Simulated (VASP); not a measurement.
# Mg (P6_3/mmc) in VASP: further runs, part 2 of 2

VASP 6.6.1. Earlier steps stand in the parts before.

**3. Relaxation of cell and atoms, PBEsol**

This run uses another cell than the first one, of 23.24 Å³/atom.

Contents of INCAR:

```
PREC = Accurate
ENCUT = 600
EDIFF = 1E-6
ISMEAR = -1
SIGMA = 0.1
LREAL = F
LASPH = T
NELM = 60
ALGO = Normal
ISIF = 3
LWAVE = F
LCHARG = F
GGA = PS
IBRION = 2
NSW = 60
EDIFFG = -0.01
```

Contents of KPOINTS:

```
Automatic mesh
0
Gamma
  16 16 9
```

Contents of POSCAR:

```
Mg
1.0
    3.2093000000      0.0000000000      0.0000000000
   -1.6046500000      2.7793353300      0.0000000000
    0.0000000000      0.0000000000      5.2103000000
Mg
2
Direct
    0.3333333333      0.6666666667      0.2500000000
    0.6666666667      0.3333333333      0.7500000000
```

Potentials or basis: VASP PAW PBE potentials, release 64 (Mg).

Started as:

```sh
> cat potpaw_PBE.64/Mg/POTCAR > POTCAR
> mpirun -np 1 vasp_std > vasp.out
```

OUTCAR:

```text
PREC = Accurate
   ENCUT = 600
   EDIFF = 1E-6
   ISMEAR = -1
   LREAL = F
   LASPH = T
   NELM = 60
   ISIF = 3
   GGA = PS
   IBRION = 2
   NSW = 60
   EDIFFG = -0.01

 ion  position               nearest neighbor table
   1  0.333  0.667  0.250-   2 3.20   2 3.20   2 3.20   2 3.20   2 3.20   2 3.20
   2  0.667  0.333  0.750-   1 3.20   1 3.20   1 3.20   1 3.20   1 3.20   1 3.20

  LATTYP: Found a hexagonal cell.
 ALAT       =     3.2093000000
 C/A-ratio  =     1.6235004518

  Lattice vectors:

 A1 = (   3.2093000000,   0.0000000000,   0.0000000000)
 A2 = (  -1.6046500000,   2.7793353300,   0.0000000000)
 A3 = (   0.0000000000,   0.0000000000,   5.2103000000)

Analysis of symmetry for initial positions (statically):
=====================================================================
 Subroutine PRICEL returns:
 Original cell was already a primitive cell.

 Routine SETGRP: Setting up the symmetry group for a
 hexagonal supercell.

 Subroutine GETGRP returns: Found 24 space group operations
 (whereof 12 operations were pure point group operations)
 out of a pool of 24 trial point group operations.

The static configuration has the point symmetry D_3d.
 The point group associated with its full space group is D_6h.

Analysis of symmetry for dynamics (positions and initial velocities):
=====================================================================
 Subroutine PRICEL returns:
 Original cell was already a primitive cell.

 Routine SETGRP: Setting up the symmetry group for a
 hexagonal supercell.

 Subroutine GETGRP returns: Found 24 space group operations
 (whereof 12 operations were pure point group operations)
 out of a pool of 24 trial point group operations.

The dynamic configuration has the point symmetry D_3d.
 The point group associated with its full space group is D_6h.

[... 121 lines left out ...]
  Thomas-Fermi vector in A             =   1.812866
   LORBIT       =      0    0 simple, 1 ext, 2 COOP (PROOUT), +10 PAW based schemes
   GGA     = PS    functional components
   LHFCALC =     F    Hartree Fock is set to
   AEXX    =    0.0000 exact exchange contribution
   IVDW    =     0    specifies the selected vdW correction
   LEPSILON=     F    determine dielectric tensor
   LRPA    =     F    only Hartree local field effects (RPA)
 conjugate gradient relaxation of ions
 non-spin polarized calculation
  energy-cutoff  :      600.00
  volume of cell :       46.47
 maximum number of plane-waves:      1578
 NGX is ok and might be reduce to    28
   NGX = 13   NGY = 13   NGZ = 21

--------------------------------------- Ionic step        1  -------------------------------------------

 number of electron       4.0000000 magnetization

 Free energy of the ion-electron system (eV)
  ---------------------------------------------------
  ext. energy  EPLUGINS =         0.00000000
  ---------------------------------------------------
  free energy    TOTEN  =        -3.45239857 eV

  energy without entropy =       -3.42177083  energy(sigma->0) =       -3.43708470

------------------------ aborting loop because EDIFF is reached ----------------------------------------

  FORCE on cell =-STRESS in cart. coord.  units (eV):
  Direction    XX          YY          ZZ          XY          YZ          ZX
  --------------------------------------------------------------------------------------
  -------------------------------------------------------------------------------------
  Total       -0.3174699     -0.3174699     -0.3363097      0.0000000      0.0000000      0.0000000
  in kB      -10.9445809    -10.9445809    -11.5940720      0.0000000      0.0000000      0.0000000
  external PRESSURE =     -11.1610779 kB  Pullay stress =       0.0000000 kB
[... 59 lines left out ...]
--------------------------------------- Ionic step        3  -------------------------------------------

 number of electron       4.0000000 magnetization

 Free energy of the ion-electron system (eV)
  ---------------------------------------------------
  ext. energy  EPLUGINS =         0.00000000
  ---------------------------------------------------
  free energy    TOTEN  =        -3.45756868 eV

  energy without entropy =       -3.42762976  energy(sigma->0) =       -3.44259922

 E-fermi :   2.7037     XC(G=0):  -8.5944

 val. band max:        2.6984707191   @ k =   0.2500   0.1875   0.1111
 cond. band min:       2.7202082334   @ k =   0.3125   0.3125   0.2222
 fundamental gap:      0.0217375143
 Fermi energy:         2.7037296287

 k-point     1 :       0.0000    0.0000    0.0000
  band No.  band energies     occupation
      1      -4.3199      2.00000
      2       0.9786      2.00000
      3       1.4617      1.99999
      4      13.7237      0.00000
      5      13.7237      0.00000
      6      13.8790      0.00000
[... 199 lines left out ...]
 k-point    24 :       0.2500    0.1875    0.0000
  band No.  band energies     occupation
      1      -1.4815      2.00000
      2       3.6101      0.00023
      3       3.7129      0.00008
      4       4.7852      0.00000
      5       5.9631      0.00000
      6       9.3007      0.00000

 [... further k-points ...]
[... 5 lines left out ...]
  --------------------------------------------------------------------------------------
  -------------------------------------------------------------------------------------
  Total        0.0073197      0.0073197     -0.0169575      0.0000000      0.0000000      0.0000000
  in kB        0.2604042      0.2604042     -0.6032785      0.0000000      0.0000000      0.0000000
  external PRESSURE =      -0.0274900 kB  Pullay stress =       0.0000000 kB
[... 17 lines left out ...]
  FREE ENERGIE OF THE ION-ELECTRON SYSTEM (eV)
  ---------------------------------------------------
  free  energy   TOTEN  =        -3.4575686832 eV

  energy  without entropy=       -3.4276297569  energy(sigma->0) =       -3.44259922

 reached required accuracy - stopping structural energy minimisation
```

OSZICAR:

```text
N       E                     dE             d eps       ncg     rms          rms(c)
DAV:   1    -0.326213608530E+00   -0.32621E+00   -0.14293E+03  1800   0.531E+02
DAV:   2    -0.344940946300E+01   -0.31232E+01   -0.30252E+01  2364   0.307E+01
DAV:   3    -0.347241904647E+01   -0.23010E-01   -0.22525E-01  2574   0.343E+00
[... 13 lines left out ...]
       N       E                     dE             d eps       ncg     rms          rms(c)
DAV:   1    -0.345757449872E+01   -0.34652E-03   -0.22360E-03  2298   0.308E-01    0.150E-02
DAV:   2    -0.345757102911E+01    0.34696E-05   -0.76047E-06  2268   0.234E-02    0.962E-03
DAV:   3    -0.345756876324E+01    0.22659E-05   -0.74781E-07  1644   0.663E-03    0.464E-04
DAV:   4    -0.345756868324E+01    0.79996E-07   -0.13317E-08  1044   0.107E-03
   3 F= -.34575687E+01 E0= -.34425992E+01  d E =-.517011E-02
```

Run time: 47 s. Hardware: 1 thread of Intel Xeon Platinum 8488C (Sapphire Rapids), shared host; peak memory 0.22 GiB.

Results:

```yaml
Free_energy: -3.4576 eV
Relaxed_volume: 22.52 Å³/atom
Relaxed_cell: a = 3.176 Å, b = 3.176 Å, c = 5.154 Å, α = 90.00°, β = 90.00°, γ = 120.00°
Space_group_after_relaxing_to_0.1_Å: P6_3/mmc (No. 194)
Energy_gained_by_relaxing: 2.6 meV/atom
Ionic_steps: 3
Pressure_after_relaxing: 0.0 GPa
Band_gap_on_the_k_mesh: zero (bands 2 and 3 overlap by 2.23 eV)
```

Stress tensor (GPa, compression positive):
```
 0.03  0.00  0.00
 0.00  0.03  0.00
 0.00  0.00 -0.06
```

Step by step:
| step | energy change (eV) | largest force (eV/Å) | pressure (GPa) | volume (Å³) |
| --- | --- | --- | --- | --- |
| 1 | 0.0000 | 0.0000 | -1.12 | 46.47 |
| 2 | -0.0048 | 0.0000 | -0.30 | 45.39 |
| 3 | -0.0052 | 0.0000 | 0.00 | 45.04 |

Final structure:
```
Mg
1.0
     3.17648    0.00000    0.00000
    -1.58824    2.75091    0.00000
     0.00000    0.00000    5.15385
Mg
2
Direct
  0.33333 0.66667 0.25000
  0.66667 0.33333 0.75000
```

Caveat: the PAW data sets were made with another functional, which shifts forces and pressure a little.

The gap in the log of VASP goes by the Fermi energy; the results here count the filled bands.